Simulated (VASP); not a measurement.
# Si4HC4 in VASP: a series of runs

Runs on Si4HC4. Level: PBE. Tasks: single point.

Program: VASP 6.6.1. These are calculated values, not measurements. Logs are shortened: lines on timing, memory, paths and dates and some standing lists are left out, and cuts for length are marked.

### 1 The cell of the first run

The cell holds a slab with vacuum, 9 atoms: a = 3.092 Å, b = 5.074 Å, c = 18.969 Å, α = 90.00°, β = 90.00°, γ = 90.00°.

### 2 Single point, PBE, collinear spin

Contents of INCAR:

```
SYSTEM = Si4HC4
PREC     = Accurate       ! precision mode
ENCUT    = 520            ! plane-wave cutoff, eV
EDIFF    = 1E-6           ! SCF threshold, eV
ISMEAR   = 0              ! smearing method
SIGMA    = 0.05           ! smearing width, eV
LREAL    = .False.        ! projectors in reciprocal space
LASPH    = .True.         ! aspherical terms in the spheres
NELM     = 150            ! most SCF steps
ALGO     = Normal         ! electronic algorithm
ISIF     = 2              ! what is computed and relaxed
LWAVE    = .False.        ! write WAVECAR
LCHARG   = .True.         ! write CHGCAR
ISPIN    = 2              ! spin polarisation
MAGMOM   = 0 0 0 0 0 0 0 0 1 ! initial moments
LORBIT   = 11             ! projections on sites
LDIPOL   = .True.       
IDIPOL   = 3            
DIPOL    = 0.5 0.5 0.322
GGA      = PE             ! functional
LELF     = .True.         ! ELF
LVHAR    = .True.       
LVACPOTAV= .True.       
NBANDS   = 30             ! bands
```

Contents of KPOINTS:

```
regular mesh
0
Gamma
  9 5 1
  0 0 0
```

Contents of POSCAR:

```
Si4HC4
1.0
    3.0920147307      0.0000000000      0.0000000000
    0.0000000000      5.0738209340      0.0000000000
    0.0000000000      0.0000000000     18.9686857191
Si C H
4 4 1
Direct
    0.0000000000      0.9954360513      0.2108738612
    0.5000000000      0.4954360513      0.2579297186
    0.5000000000      0.9936728499      0.3565277206
    0.0000000000      0.4650509319      0.3853429995
    0.0000000000      0.6195639487      0.2108738612
    0.5000000000      0.1195639487      0.2579297186
    0.5000000000      0.6250367811      0.3569005390
    0.0000000000      0.1238202602      0.3937376490
    0.3333333333      0.7904869269      0.4692027878
```

Potentials or basis: VASP PAW PBE potentials, release 64 (Si, C, H).

The run is started by

```bash
cat potpaw_PBE.64/Si/POTCAR potpaw_PBE.64/C/POTCAR potpaw_PBE.64/H/POTCAR > POTCAR
mpirun -np 1 vasp_std > vasp.out
```

OUTCAR:

```text
SYSTEM = Si4HC4
   PREC = Accurate
   ENCUT = 520
   EDIFF = 1E-6
   ISMEAR = 0
   LREAL = .False.
   LASPH = .True.
   NELM = 150
   ISIF = 2
   ISPIN = 2
   LORBIT = 11
   GGA = PE

 ion  position               nearest neighbor table
   1  0.000  0.995  0.211-   6 1.89   6 1.89   5 1.91   2 3.10   2 3.10   2 3.10   2 3.10
   2  0.500  0.495  0.258-   5 1.89   5 1.89   6 1.91   7 1.99   4 2.87   4 2.87   1 3.10   1 3.10
                             1 3.10   1 3.10   3 3.14
   3  0.500  0.994  0.357-   8 1.82   8 1.82   7 1.87   6 1.98   4 2.90   4 2.90   4 3.14   4 3.14
                             2 3.14
   4  0.000  0.465  0.385-   8 1.74   7 1.83   7 1.83   2 2.87   2 2.87   3 2.90   3 2.90   3 3.14
                             3 3.14
   5  0.000  0.620  0.211-   2 1.89   2 1.89   1 1.91
   6  0.500  0.120  0.258-   1 1.89   1 1.89   2 1.91   3 1.98
   7  0.500  0.625  0.357-   4 1.83   4 1.83   3 1.87   2 1.99
   8  0.000  0.124  0.394-   4 1.74   3 1.82   3 1.82
   9  0.333  0.790  0.469-

  LATTYP: Found a simple orthorhombic cell.
 ALAT       =     3.0920147307
 B/A-ratio  =     1.6409433253
 C/A-ratio  =     6.1347332957

  Lattice vectors:

 A1 = (   3.0920147307,   0.0000000000,   0.0000000000)
 A2 = (   0.0000000000,   5.0738209340,   0.0000000000)
 A3 = (   0.0000000000,   0.0000000000,  18.9686857191)

Analysis of symmetry for initial positions (statically):
=====================================================================
 Subroutine PRICEL returns:
 Original cell was already a primitive cell.

 Routine SETGRP: Setting up the symmetry group for a
 simple orthorhombic supercell.

 Subroutine GETGRP returns: Found  1 space group operations
 (whereof  1 operations were pure point group operations)
 out of a pool of  8 trial point group operations.

The static configuration has the point symmetry C_1 .

Analysis of symmetry for dynamics (positions and initial velocities):
=====================================================================
 Subroutine PRICEL returns:
 Original cell was already a primitive cell.

 Routine SETGRP: Setting up the symmetry group for a
 simple orthorhombic supercell.

 Subroutine GETGRP returns: Found  1 space group operations
 (whereof  1 operations were pure point group operations)
 out of a pool of  8 trial point group operations.

The dynamic configuration has the point symmetry C_1 .

Analysis of structural, dynamic, and magnetic symmetry:
=====================================================================
 Subroutine PRICEL returns:
 Original cell was already a primitive cell.

 Routine SETGRP: Setting up the symmetry group for a
 simple orthorhombic supercell.

 Subroutine GETGRP returns: Found  1 space group operations
 (whereof  1 operations were pure point group operations)
 out of a pool of  8 trial point group operations.

The overall configuration has the point symmetry C_1 .

 Subroutine INISYM returns: Found  1 space group operations
 (whereof  1 operations are pure point group operations),
 and found     1 'primitive' translations

----------------------------------------------------------------------------------------

                                     Primitive cell

  volume of cell :     297.5870

  direct lattice vectors                    reciprocal lattice vectors
     3.092014731  0.000000000  0.000000000     0.323413724  0.000000000  0.000000000
     0.000000000  5.073820934  0.000000000     0.000000000  0.197090125  0.000000000
     0.000000000  0.000000000 18.968685719     0.000000000  0.000000000  0.052718465

  length of vectors
     3.092014731  5.073820934 18.968685719     0.323413724  0.197090125  0.052718465

  position of ions in fractional coordinates (direct lattice)
     0.000000000  0.995436051  0.210873861
     0.500000000  0.495436051  0.257929719
     0.500000000  0.993672850  0.356527721
     0.000000000  0.465050932  0.385342999
     0.000000000  0.619563949  0.210873861
     0.500000000  0.119563949  0.257929719
     0.500000000  0.625036781  0.356900539
     0.000000000  0.123820260  0.393737649
     0.333333333  0.790486927  0.469202788

  ion indices of the primitive-cell ions
   primitive index   ion index
[... 66 lines left out ...]
   ions per type =               4   4   1
   NGX,Y,Z   is equivalent  to a cutoff of  12.90, 13.11, 12.62 a.u.
   NGXF,Y,Z  is equivalent  to a cutoff of  25.81, 26.21, 25.24 a.u.
 SYSTEM =  Si4HC4
   PREC   = accura    normal or accurate (medium, high low for compatibility)
   ISTART =      0    job   : 0-new  1-cont  2-samecut
   ICHARG =      2    charge: 1-file 2-atom 10-const
   ISPIN  =      2    spin polarized calculation?
   LNONCOLLINEAR =      F non collinear calculations
   LSORBIT =      F    spin-orbit coupling
   LASPH  =      T    aspherical Exc in radial PAW
   ENCUT  =  520.0 eV  38.22 Ry    6.18 a.u.   5.75  9.43 35.27*2*pi/ulx,y,z
   NELM   =    150;   NELMIN=  2; NELMDL= -5     # of ELM steps
   EDIFF  = 0.1E-05   stopping-criterion for ELM
   LREAL  =      F    real-space projection
[... 7 lines left out ...]
   TEBEG  =    0.0;   TEEND  =   0.0 temperature during run
   PSTRESS=    0.0 pullay stress
   NELECT =      33.0000    total number of electrons
   NUPDOWN=      -1.0000    fix difference up-down
   EMIN   =  10.00;   EMAX   =-10.00  energy-range for DOS
   EFERMI =   0.00;   METHOD = LEGACY
   ISMEAR =     0;   SIGMA  =   0.05  broadening in eV -4-tet -1-fermi 0-gaus
   EFERMI_NEDOS =   21; number of points for ismear=-14 and -15
   IALGO  =     38    algorithm
   IMIX   =      4    mixing-type and parameters
     AMIX     =   0.40;   BMIX     =  1.00
     AMIX_MAG =   1.60;   BMIX_MAG =  1.00
  volume/ion in A,a.u.               =      33.07       223.14
  Fermi-wavevector in a.u.,A,eV,Ry     =   0.786517  1.486302  8.416688  0.618609
  Thomas-Fermi vector in A             =   1.891072
   LORBIT       =     11    0 simple, 1 ext, 2 COOP (PROOUT), +10 PAW based schemes
   GGA     = PE    functional components
   LHFCALC =     F    Hartree Fock is set to
   AEXX    =    0.0000 exact exchange contribution
   IVDW    =     0    specifies the selected vdW correction
   LEPSILON=     F    determine dielectric tensor
   LRPA    =     F    only Hartree local field effects (RPA)
 spin polarized calculation
 Gauss-broadening in eV      SIGMA  =   0.05
  energy-cutoff  :      520.00
  volume of cell :      297.59
 maximum number of plane-waves:      8052
 NGX is ok and might be reduce to    24
   NGX = 11   NGY = 19   NGZ = 71

 dipolmoment           0.000000      0.000000     -0.008591 electrons x Angstroem

 number of electron      32.9999997 magnetization       1.0000000

 dipolmoment           0.000000      0.000000      0.030950 electrons x Angstroem

 Free energy of the ion-electron system (eV)
  ---------------------------------------------------
  ext. energy  EPLUGINS =         0.00000000
  ---------------------------------------------------
  free energy    TOTEN  =       -56.32217425 eV

  energy without entropy =      -56.32217425  energy(sigma->0) =      -56.32217425

 E-fermi :  -1.1252     XC(G=0):  -4.2470

 val. band max:       -1.3644262303   @ k =   0.1111   0.0000   0.0000
 cond. band min:      -0.9093942689   @ k =   0.4444  -0.4000   0.0000
 fundamental gap:      0.4550319614
 Fermi energy:        -1.1251754912

 spin component 1

 k-point     1 :       0.0000    0.0000    0.0000
  band No.  band energies     occupation
      1     -16.7557      1.00000
      2     -14.7423      1.00000
      3     -13.2244      1.00000
      4     -11.5962      1.00000
      5     -10.0752      1.00000
      6      -9.1220      1.00000
[... 702 lines left out ...]
     27       5.9900      0.00000
     28       6.4001      0.00000
 Fermi energy:        -1.1251754912

 spin component 2

 k-point     1 :       0.0000    0.0000    0.0000
  band No.  band energies     occupation
      1     -16.6998      1.00000
      2     -14.7005      1.00000
      3     -13.1664      1.00000
      4     -11.5704      1.00000
      5     -10.0200      1.00000
      6      -9.0403      1.00000
[... 702 lines left out ...]
     27       6.2402      0.00000
     28       6.6030      0.00000
 [bands above 28 left out]

------------------------ aborting loop because EDIFF is reached ----------------------------------------

  FORCE on cell =-STRESS in cart. coord.  units (eV):
  Direction    XX          YY          ZZ          XY          YZ          ZX
  --------------------------------------------------------------------------------------
  -------------------------------------------------------------------------------------
  Total        2.2170111     -1.2582297     -2.6817546     -0.2560643      0.9331148     -0.8860788
  in kB       11.9361567     -6.7741775    -14.4382873     -1.3786236      5.0237929     -4.7705562
  external PRESSURE =      -3.0921027 kB  Pullay stress =       0.0000000 kB

 VOLUME and BASIS-vectors are now :
 -----------------------------------------------------------------------------
  energy-cutoff  :      520.00
  volume of cell :      297.59
      direct lattice vectors                 reciprocal lattice vectors
     3.092014731  0.000000000  0.000000000     0.323413724  0.000000000  0.000000000
     0.000000000  5.073820934  0.000000000     0.000000000  0.197090125  0.000000000
     0.000000000  0.000000000 18.968685719     0.000000000  0.000000000  0.052718465

 POSITION                                       TOTAL-FORCE (eV/Angst)
 -----------------------------------------------------------------------------------
      0.00000      5.05066      4.00000         0.009651     -2.144728      2.099339
      1.54601      2.51375      4.89259         0.058342      0.676855     -2.608519
      1.54601      5.04172      6.76286        -0.033171     -0.155619      0.005152
      0.00000      2.35959      7.30945         0.137499      0.644078      0.617745
      0.00000      3.14356      4.00000        -0.012229      1.219890      1.402466
      1.54601      0.60665      4.89259         0.012063      0.221094     -0.975793
      1.54601      3.17132      6.76993         0.183665     -0.161662     -0.527781
      0.00000      0.62824      7.46869         0.054116     -0.242570     -0.012381
      1.03067      4.01079      8.90016        -0.409935     -0.057339     -0.000227
 -----------------------------------------------------------------------------------
    total drift:                               -0.000002     -0.000198      0.000064

  FREE ENERGIE OF THE ION-ELECTRON SYSTEM (eV)
  ---------------------------------------------------
  free  energy   TOTEN  =       -56.3221742506 eV

  energy  without entropy=      -56.3221742506  energy(sigma->0) =      -56.32217425

 vacuum level on the upper side and lower side of the slab         4.142         3.785

 total charge

# of ion       s       p       d       tot
------------------------------------------
    1        0.748   0.865   0.000   1.613
    2        0.711   0.922   0.000   1.633
    3        0.711   0.962   0.000   1.673
    4        0.747   0.972   0.000   1.718
    5        0.853   1.534   0.000   2.387
    6        0.853   1.629   0.000   2.482
    7        0.855   1.690   0.000   2.545
    8        0.863   1.664   0.000   2.526
    9        0.391   0.003   0.000   0.393
--------------------------------------------------
tot          6.731  10.239   0.000  16.970

 magnetization (x)

# of ion       s       p       d       tot
------------------------------------------
    1        0.008   0.033   0.000   0.041
    2        0.002   0.012   0.000   0.014
    3        0.001   0.003   0.000   0.004
    4       -0.000   0.008   0.000   0.008
    5       -0.001   0.003   0.000   0.002
    6        0.003   0.003   0.000   0.006
    7        0.006   0.035   0.000   0.041
    8        0.008   0.032   0.000   0.040
    9        0.286   0.000   0.000   0.286
--------------------------------------------------
tot          0.313   0.131   0.000   0.444
```

It took 21 min on 1 thread of Intel Xeon 8259CL, shared host; peak memory 0.64 GiB.

What came out:

```
Free energy                                           : -56.3222 eV
Largest force                                         : 3.001 eV/Å
Band gap on the k mesh                                : 0.46 eV (least direct gap 0.65 eV)
Net moment                                            : 1.00 μB per cell
Site moments                                          : Si +0.04, +0.01, +0.00 (each value once); C +0.00, +0.01, +0.04 (each value once); H +0.29 μB
Valence electrons inside the program's atomic spheres : Si 1.61, 1.63, 1.67, 1.72; C 2.39, 2.48, 2.54, 2.53; H 0.39
```

Forces in eV/Å, atoms in the order of the input:
```
Si   0.010 -2.145  2.099
Si   0.058  0.677 -2.609
Si  -0.033 -0.156  0.005
Si   0.137  0.644  0.618
C   -0.012  1.220  1.402
C    0.012  0.221 -0.976
C    0.184 -0.162 -0.528
C    0.054 -0.243 -0.012
H   -0.410 -0.057  0.000
```

### 3 Single point, PBE, collinear spin

Contents of INCAR:

```
SYSTEM = Si4HC4
PREC = Accurate
ENCUT = 520
EDIFF = 1E-6
ISMEAR = 0
SIGMA = 0.05
LREAL = .FALSE.
LASPH = .TRUE.
NELM = 150
ALGO = Normal
ISIF = 2
LWAVE = .FALSE.
LCHARG = .TRUE.
ISPIN = 2
MAGMOM = 0 0 0 0 0 0 0 0 1
LORBIT = 11
LDIPOL = .TRUE.
IDIPOL = 3
DIPOL = 0.5 0.5 0.319
GGA = PE
LELF = .TRUE.
LVHAR = .TRUE.
LVACPOTAV = .TRUE.
NBANDS = 30
```

Contents of KPOINTS:

```
regular mesh
0
G
  9 5 1
  0 0 0
```

POSCAR: that of step 2 with these lines changed.

```diff
@@ -16,2 +16,2 @@
     0.0000000000      0.1238202602      0.3937376490
-    0.3333333333      0.7904869269      0.4692027878
+    0.1666666667      0.9571535936      0.4369559375
```

Potentials or basis: VASP PAW PBE potentials, release 64 (Si, C, H).

The run is started by

```bash
cat potpaw_PBE.64/Si/POTCAR potpaw_PBE.64/C/POTCAR potpaw_PBE.64/H/POTCAR > POTCAR
mpirun -np 1 vasp_std > vasp.out
```

Run time: 11 min. Hardware: 1 thread of Intel Xeon Platinum 8488C (Sapphire Rapids), shared host; peak memory 0.62 GiB.

Results (log left out):

```yaml
Free_energy: -57.7515 eV
Largest_force: 4.400 eV/Å
Net_moment: 0.29 μB per cell
Site_moments: Si +0.08, +0.01 (each value once); C -0.03, +0.01, +0.00 (each value once); H +0.00 μB
Valence_electrons_inside_the_program's_atomic_spheres: Si 1.62, 1.68, 1.75 (each value once); C 2.38, 2.48, 2.53, 2.59; H 0.54
```

Forces in eV/Å, atoms in the order of the input:
```
Si  -0.020 -1.875  1.415
Si  -0.012  0.597 -2.888
Si   0.447 -0.696 -3.913
Si   0.172  2.595  0.678
C    0.018  1.097  1.587
C    0.202  0.206  0.407
C    0.065 -0.456  0.229
C    1.033 -3.485  2.480
H   -1.907  2.018  0.005
```

Levels at points of the mesh, in eV from the Fermi level:
Spin up:
| k point | band 14 | band 15 | band 16 | band 17 | band 18 | band 19 | band 20 | band 21 |
| --- | --- | --- | --- | --- | --- | --- | --- | --- |
| (0.00, 0.00, 0.00) | -2.29 | -1.10 | -0.90 | 0.01 | 1.08 | 1.36 | 1.97 | 2.98 |
Spin down:
```tsv
k point	band 13	band 14	band 15	band 16	band 17	band 18	band 19	band 20
(0.00, 0.00, 0.00)	-2.90	-2.28	-1.13	-0.91	0.34	1.22	1.39	2.07
```
